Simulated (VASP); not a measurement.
# KCl (P1) in VASP: single point with PBE

Aim: the single point of KCl with PBE.

Program: VASP 6.6.1. These are calculated values, not measurements. Logs are shortened: lines on timing, memory, paths and dates and some standing lists are left out, and cuts for length are marked.

### Step 1. The cell of the first run

The typed cell holds 4 atoms: a = 4.511 Å, b = 4.511 Å, c = 7.813 Å, α = 73.22°, β = 73.22°, γ = 60.00°.

### Step 2. Single point, PBE (atoms displaced along several vibrational modes)

INCAR

```
SYSTEM = KCl
PREC = Accurate ; ENCUT = 520
EDIFF = 1E-7 ; ISMEAR = 0
SIGMA = 0.05 ; LREAL = .False.
LASPH = .True. ; NELM = 80
ALGO = Normal ; ISIF = 2
LWAVE = .False. ; LCHARG = .False.
GGA = PE ; NBANDS = 24
```

KPOINTS

```
Automatic mesh
0
Gamma
  6 6 6
  0 0 0
```

POSCAR

```
KCl
1.0
    0.0000000000     -3.1897839381     -3.1897839381
   -3.1897839381      0.0000000000     -3.1897839381
    3.1897839381      3.1897839381     -6.3795678762
K Cl
2 2
Direct
   -0.0764043977      0.1153460644     -0.0058768231
    0.6116653361      0.3729002895      0.4941231769
    0.7305551093      0.7564816302      0.7564816302
    0.2305551093      0.2564816302      0.2564816302
```

Potentials or basis: VASP PAW PBE potentials, release 64 (K_sv, Cl).

On the command line:

```bash
$ cat potpaw_PBE.64/K_sv/POTCAR potpaw_PBE.64/Cl/POTCAR > POTCAR
$ mpirun -np 1 vasp_std > vasp.out
```

OUTCAR:

```text
SYSTEM = KCl
   PREC = Accurate
   ENCUT = 520
   EDIFF = 1E-7
   ISMEAR = 0
   LREAL = .False.
   LASPH = .True.
   NELM = 80
   ISIF = 2
   GGA = PE

 ion  position               nearest neighbor table
   1  0.924  0.115  0.994-   3 2.81   4 3.07   4 3.13
   2  0.612  0.373  0.494-   4 2.76   3 2.84   4 3.16
   3  0.731  0.756  0.756-   1 2.81   2 2.84
   4  0.231  0.256  0.256-   2 2.76   1 3.07   1 3.13   2 3.16

  LATTYP: Found a trigonal (rhomboedric) cell.
 ALAT       =     7.8133430381
 COS(alpha) =     0.8333333333

  Lattice vectors:

 A1 = (   3.1897839381,   6.3795678762,  -3.1897839381)
 A2 = (   6.3795678762,   3.1897839381,  -3.1897839381)
 A3 = (   3.1897839381,   3.1897839381,  -6.3795678762)

Analysis of symmetry for initial positions (statically):
=====================================================================
 Subroutine PRICEL returns:
 Original cell was already a primitive cell.

 Routine SETGRP: Setting up the symmetry group for a
 trigonal (rhombohedral) supercell.

 Subroutine GETGRP returns: Found  1 space group operations
 (whereof  1 operations were pure point group operations)
 out of a pool of 12 trial point group operations.

The static configuration has the point symmetry C_1 .

Analysis of symmetry for dynamics (positions and initial velocities):
=====================================================================
 Subroutine PRICEL returns:
 Original cell was already a primitive cell.

 Routine SETGRP: Setting up the symmetry group for a
 trigonal (rhombohedral) supercell.

 Subroutine GETGRP returns: Found  1 space group operations
 (whereof  1 operations were pure point group operations)
 out of a pool of 12 trial point group operations.

The dynamic configuration has the point symmetry C_1 .

 Subroutine INISYM returns: Found  1 space group operations
 (whereof  1 operations are pure point group operations),
 and found     1 'primitive' translations

----------------------------------------------------------------------------------------

                                     Primitive cell

  volume of cell :     129.8207

  direct lattice vectors                    reciprocal lattice vectors
     0.000000000 -3.189783938 -3.189783938     0.078375214 -0.235125643 -0.078375214
    -3.189783938  0.000000000 -3.189783938    -0.235125643  0.078375214 -0.078375214
     3.189783938  3.189783938 -6.379567876     0.078375214  0.078375214 -0.078375214

  length of vectors
     4.511035706  4.511035706  7.813343038     0.259941179  0.259941179  0.135749853

  position of ions in fractional coordinates (direct lattice)
     0.923595602  0.115346064  0.994123177
     0.611665336  0.372900290  0.494123177
     0.730555109  0.756481630  0.756481630
     0.230555109  0.256481630  0.256481630

  ion indices of the primitive-cell ions
   primitive index   ion index
                 1           1
                 2           2
                 3           3
                 4           4

----------------------------------------------------------------------------------------

 KPOINTS: Automatic mesh

Automatic generation of k-mesh.
 Grid dimensions read from file:
 generate k-points for:    6    6    6

 Generating k-lattice:

  Cartesian coordinates                     Fractional coordinates (reciprocal lattice)
     0.013062536 -0.039187607 -0.013062536     0.166666667  0.000000000  0.000000000
    -0.039187607  0.013062536 -0.013062536     0.000000000  0.166666667  0.000000000
     0.013062536  0.013062536 -0.013062536     0.000000000  0.000000000  0.166666667

  Length of vectors
     0.043323530  0.043323530  0.022624976

  Shift w.r.t. Gamma in fractional coordinates (k-lattice)
     0.000000000  0.000000000  0.000000000

 Subroutine IBZKPT returns following result:
 ===========================================

 Found    112 irreducible k-points:

 Following reciprocal coordinates:
            Coordinates               Weight
  0.000000  0.000000  0.000000      1.000000
  0.166667  0.000000  0.000000      2.000000
  0.000000  0.166667  0.000000      2.000000
 -0.166667 -0.166667 -0.166667      2.000000
  0.333333  0.000000  0.000000      2.000000
  0.000000  0.333333  0.000000      2.000000
[... 16 lines left out ...]
 -0.166667  0.500000  0.000000      2.000000
 -0.333333  0.500000  0.500000      2.000000
 [... further k-points ...]
   k-points           NKPTS =    112   k-points in BZ     NKDIM =    112   number of bands    NBANDS=     24
   number of dos      NEDOS =    301   number of ions     NIONS =      4
   total plane-waves  NPLWV =  77760
   dimension x,y,z NGX =    36 NGY =   36 NGZ =   60
   dimension x,y,z NGXF=    72 NGYF=   72 NGZF=  120
   ions per type =               2   2
   NGX,Y,Z   is equivalent  to a cutoff of  13.27, 13.27, 12.77 a.u.
   NGXF,Y,Z  is equivalent  to a cutoff of  26.53, 26.53, 25.53 a.u.
 SYSTEM =  KCl
   PREC   = accura    normal or accurate (medium, high low for compatibility)
   ISTART =      0    job   : 0-new  1-cont  2-samecut
   ICHARG =      2    charge: 1-file 2-atom 10-const
   ISPIN  =      1    spin polarized calculation?
   LNONCOLLINEAR =      F non collinear calculations
   LSORBIT =      F    spin-orbit coupling
   LASPH  =      T    aspherical Exc in radial PAW
   ENCUT  =  520.0 eV  38.22 Ry    6.18 a.u.   8.39  8.39 14.53*2*pi/ulx,y,z
   NELM   =     80;   NELMIN=  2; NELMDL= -5     # of ELM steps
   EDIFF  = 0.1E-06   stopping-criterion for ELM
   LREAL  =      F    real-space projection
   EDIFFG = 0.1E-05   stopping-criterion for IOM
   NSW    =      0    number of steps for IOM
   IBRION =     -1    ionic relax: 0-MD 1-quasi-New 2-CG
   NFREE  =      0    steps in history (QN), initial steepest desc. (CG)
   ISIF   =      2    stress and relaxation
   ISYM   =      2    0-nonsym 1-usesym 2-fastsym
   POTIM  = 0.5000    time-step for ionic-motion
   TEBEG  =    0.0;   TEEND  =   0.0 temperature during run
   PSTRESS=    0.0 pullay stress
   NELECT =      32.0000    total number of electrons
   NUPDOWN=      -1.0000    fix difference up-down
   EMIN   =  10.00;   EMAX   =-10.00  energy-range for DOS
   EFERMI =   0.00;   METHOD = LEGACY
   ISMEAR =     0;   SIGMA  =   0.05  broadening in eV -4-tet -1-fermi 0-gaus
   EFERMI_NEDOS =   21; number of points for ismear=-14 and -15
   IALGO  =     38    algorithm
   IMIX   =      4    mixing-type and parameters
     AMIX     =   0.40;   BMIX     =  1.00
     AMIX_MAG =   1.60;   BMIX_MAG =  1.00
  volume/ion in A,a.u.               =      32.46       219.02
  Fermi-wavevector in a.u.,A,eV,Ry     =   1.026464  1.939735 14.335473  1.053628
  Thomas-Fermi vector in A             =   2.160358
   LORBIT       =      0    0 simple, 1 ext, 2 COOP (PROOUT), +10 PAW based schemes
   GGA     = PE    functional components
   LHFCALC =     F    Hartree Fock is set to
   AEXX    =    0.0000 exact exchange contribution
   IVDW    =     0    specifies the selected vdW correction
   LEPSILON=     F    determine dielectric tensor
   LRPA    =     F    only Hartree local field effects (RPA)
 non-spin polarized calculation
 Gauss-broadening in eV      SIGMA  =   0.05
  energy-cutoff  :      520.00
  volume of cell :      129.82
 maximum number of plane-waves:      3525
 NGX is ok and might be reduce to    36
   NGX = 17   NGY = 17   NGZ = 29

 number of electron      31.9999999 magnetization

 Free energy of the ion-electron system (eV)
  ---------------------------------------------------
  ext. energy  EPLUGINS =         0.00000000
  ---------------------------------------------------
  free energy    TOTEN  =       -13.24580974 eV

  energy without entropy =      -13.24580974  energy(sigma->0) =      -13.24580974

 E-fermi :  -1.7973     XC(G=0):  -7.3353

 val. band max:       -2.0263941530   @ k =   0.0000   0.0000   0.0000
 cond. band min:       3.0159851291   @ k =   0.0000   0.0000   0.0000
 fundamental gap:      5.0423792822
 Fermi energy:        -1.7972795936

 k-point     1 :       0.0000    0.0000    0.0000
  band No.  band energies     occupation
      1     -29.2626      2.00000
      2     -29.1994      2.00000
      3     -14.3948      2.00000
      4     -14.1757      2.00000
      5     -12.7512      2.00000
      6     -12.7371      2.00000
[... 16 lines left out ...]
     23       7.2005      0.00000
     24       7.7122      0.00000

 k-point     2 :       0.1667    0.0000    0.0000
  band No.  band energies     occupation
      1     -29.2611      2.00000
      2     -29.1981      2.00000
      3     -14.3559      2.00000
      4     -14.2122      2.00000
      5     -12.7786      2.00000
      6     -12.7542      2.00000
[... 16 lines left out ...]
     23       7.4181      0.00000
     24       7.7934      0.00000

 k-point     3 :       0.0000    0.1667    0.0000
  band No.  band energies     occupation
      1     -29.2611      2.00000
      2     -29.1981      2.00000
      3     -14.3538      2.00000
      4     -14.2106      2.00000
      5     -12.7748      2.00000
      6     -12.7442      2.00000
[... 16 lines left out ...]
     23       7.3766      0.00000
     24       7.9247      0.00000
[... 514 lines left out ...]
 k-point    23 :      -0.1667    0.5000    0.0000
  band No.  band energies     occupation
      1     -29.2565      2.00000
      2     -29.1941      2.00000
      3     -14.3020      2.00000
      4     -14.2276      2.00000
      5     -12.8265      2.00000
      6     -12.7927      2.00000
[... 16 lines left out ...]
     23       8.2618      0.00000
     24       8.4043      0.00000

 k-point    24 :      -0.3333    0.5000    0.5000
  band No.  band energies     occupation
      1     -29.2563      2.00000
      2     -29.1942      2.00000
      3     -14.2956      2.00000
      4     -14.2448      2.00000
      5     -12.8130      2.00000
      6     -12.7985      2.00000
[... 16 lines left out ...]
     23       7.9218      0.00000
     24       8.3311      0.00000

 [... further k-points ...]

------------------------ aborting loop because EDIFF is reached ----------------------------------------

  FORCE on cell =-STRESS in cart. coord.  units (eV):
  Direction    XX          YY          ZZ          XY          YZ          ZX
  --------------------------------------------------------------------------------------
  -------------------------------------------------------------------------------------
  Total        2.4401336      1.8752396      0.0213406      0.7032486      0.0135598     -0.2207924
  in kB       30.1148292     23.1432074      0.2633741      8.6791193      0.1673475     -2.7249023
  external PRESSURE =      17.8404702 kB  Pullay stress =       0.0000000 kB

 VOLUME and BASIS-vectors are now :
 -----------------------------------------------------------------------------
  energy-cutoff  :      520.00
  volume of cell :      129.82
      direct lattice vectors                 reciprocal lattice vectors
     0.000000000 -3.189783938 -3.189783938     0.078375214 -0.235125643 -0.078375214
    -3.189783938  0.000000000 -3.189783938    -0.235125643  0.078375214 -0.078375214
     3.189783938  3.189783938 -6.379567876     0.078375214  0.078375214 -0.078375214

 POSITION                                       TOTAL-FORCE (eV/Angst)
 -----------------------------------------------------------------------------------
      2.80311      0.22497     -9.65608         0.676489     -0.155994      0.080717
      0.38667     -0.37493     -6.29284        -0.497846      0.767861     -0.051019
      0.00000      0.08270     -9.56935        -0.094680      0.026888      0.009833
      0.00000      0.08270     -3.18978        -0.083962     -0.638754     -0.039531
 -----------------------------------------------------------------------------------
    total drift:                               -0.000073     -0.000192     -0.000015

  FREE ENERGIE OF THE ION-ELECTRON SYSTEM (eV)
  ---------------------------------------------------
  free  energy   TOTEN  =       -13.2458097411 eV

  energy  without entropy=      -13.2458097411  energy(sigma->0) =      -13.24580974
```

It took 2.9 min on 1 thread of Intel Xeon 6975P-C (Granite Rapids), shared host; peak memory 0.44 GiB.

Results:

* Free energy: -13.2458 eV
* Pressure: 1.8 GPa
* Largest force: 0.917 eV/Å
* Band gap on the k mesh: 5.04 eV

Forces in eV/Å, atoms in the order of the input:
```
K    0.676 -0.156  0.081
K   -0.498  0.768 -0.051
Cl  -0.095  0.027  0.010
Cl  -0.084 -0.639 -0.040
```

Caveat: the cell differs from its parent crystal (atoms displaced along several vibrational modes).
